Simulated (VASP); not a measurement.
Input of a VASP 6.6.1 run:

File POSCAR:

```
WSe2
1.0
    3.3135233317      0.0000000000      0.0000000000
   -1.6567616658      2.8695953812      0.0000000000
    0.0000000000      0.0000000000     30.5199999966
Se W
2 1
Direct
    0.6666666667      0.3333333333      0.2299758378
    0.6666666667      0.3333333333      0.3388315017
    0.3333333333      0.6666666667      0.2844036698
```

The input INCAR.step1:

```
  PREC = Accurate
  ENCUT = 440
  ISMEAR = 0
  SIGMA = 0.03
  LREAL = F
  LASPH = T
  NELM = 120
  LDIPOL = T
  IDIPOL = 3
  DIPOL = 0.5 0.5 0.284
  NBANDS = 20
  GGA = PE
  ALGO = Normal
  EDIFF = 1E-5
  LWAVE = T
  LCHARG = F
  GGA_COMPAT = F
  NELMDL = -8
```

File INCAR.step2:

```
  PREC = Accurate
  ENCUT = 440
  EDIFF = 1E-6
  ISMEAR = 0
  SIGMA = 0.03
  LREAL = F
  LASPH = T
  NELM = 120
  ALGO = Normal
  ISIF = 2
  LWAVE = F
  LCHARG = F
  LDIPOL = T
  IDIPOL = 3
  DIPOL = 0.5 0.5 0.284
  METAGGA = R2SCAN
  LMIXTAU = T
  NBANDS = 20
  ISTART = 1
  GGA_COMPAT = F
```

The input KPOINTS:

```
regular mesh
0
Gamma
  12 12 1
```

Potentials or basis: VASP PAW PBE potentials, release 64 (Se, W_sv).

The run is started by

```bash
$ cat potpaw_PBE.64/Se/POTCAR potpaw_PBE.64/W_sv/POTCAR > POTCAR
$ cp INCAR.step1 INCAR
$ mpirun -np 1 vasp_std > vasp.out
$ cp INCAR.step2 INCAR
$ mpirun -np 1 vasp_std > vasp.out
```

Question: Predict the largest force.

Answer: 0.046 eV/Å.

Question: Predict the band gap on the k mesh.

Answer: 1.65 eV.

Forces on the atoms (eV/Å):
```
Se   0.000  0.000 -0.046
Se   0.000  0.000  0.046
W    0.000  0.000  0.000
```

Caveat: the PAW data sets were made with another functional, which shifts forces and pressure a little; spin-orbit coupling is left out, which moves the levels of the heavy elements.
